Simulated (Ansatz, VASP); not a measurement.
Two plane-wave programs on Si3Br

```
Si Br
1.0
     3.60700    0.00000    0.00000
    -1.80350    3.12376    0.00000
     0.00000    0.00000    7.20818
Si Br
3 1
Direct
  0.00000 0.00000 0.00000
  0.66667 0.33333 0.81063
  0.66667 0.33333 0.18937
  0.00000 0.00000 0.50000
```

Change from the starting cell: species swapped into the Co3Ir type (P-6m2, No. 187).

Alike in both runs: functional PBE; k mesh 6 × 6 × 4; occupations gaussian, width 0.1 eV; no spin polarisation.

Ansatz relaxed the structure, and its values are those at the end. VASP's run is a single point on that final structure, the one shown.

```csv
,VASP,Ansatz
version,VASP 6.6.1,Ansatz 0.2.0
potentials or method,"VASP PAW PBE potentials, release 64 (Si, Br), cutoff 520 eV","scalar-relativistic, plane waves, PAW"
valence electrons in the cell,19,19
```

VASP gave:

```
gap on the k mesh at the Fermi level (eV) : none
pressure (GPa)                            : -0.1
rms of the force components (eV/Å)        : 0.011
```

**Question.** Which values does Ansatz return?

**Answer.** gap on the k mesh at the Fermi level (eV): none; pressure (GPa): -0.1; rms of the force components (eV/Å): 0.005.

A gap of «none» marks a metal or a gap that the smearing closes.
